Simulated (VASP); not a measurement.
Write the native input for VASP 6.6.1 that does the following.

```
Task                   : relaxation of shape and atoms at fixed volume
Functional             : PBE
Potentials or basis    : VASP PAW PBE potentials, release 64 (Pt)
Cutoff                 : 600 eV
k mesh                 : 18 × 18 × 10
Occupations            : gaussian, width 0.1 eV
Spin                   : no spin polarisation
Dipole correction      : no
Further INCAR settings : ALGO = Fast; EDIFF = 1e-06; IBRION = 2; EDIFFG = -0.01; NSW = 50; ISIF = 4
```

The structure of Pt lies in POSCAR:

```
Pt
1.0
    2.8069834071      0.0000000000      0.0000000000
   -1.4034917036      2.4309189386      0.0000000000
    0.0000000000      0.0000000000      4.8948361272
Pt
2
Direct
    0.6666666667      0.3333333333      0.7500000000
    0.3333333333      0.6666666667      0.2500000000
```

This isn't the form of Pt at room conditions, which is fcc.

One way to write it, as run:

INCAR

```
SYSTEM = Pt
PREC = Accurate
ENCUT = 600
EDIFF = 1E-6
ISMEAR = 0
SIGMA = 0.1
LREAL = .FALSE.
LASPH = .TRUE.
NELM = 80
ALGO = Fast
ISIF = 4
LWAVE = .FALSE.
LCHARG = .FALSE.
GGA = PE
IBRION = 2
NSW = 50
EDIFFG = -0.01
```

KPOINTS

```
regular mesh
0
G
  18 18 10
  0 0 0
```

Potentials or basis: VASP PAW PBE potentials, release 64 (Pt).

Run with:

```sh
$ cat potpaw_PBE.64/Pt/POTCAR > POTCAR
$ mpirun -np 1 vasp_std > vasp.out
```

It gave:

* Energy gained by relaxing: 0.1 meV/atom
* Ionic steps: 3
* Pressure after relaxing: -12.2 GPa
* Band gap on the k mesh: zero (bands 10 and 11 overlap by 1.17 eV)

Caveat: spin-orbit coupling is left out, which moves the levels of the heavy elements.

Wall time 79 s on 1 thread of Intel(R) Xeon(R) Platinum 8559C (Emerald Rapids), with other jobs on the host, peak memory 0.25 GiB.
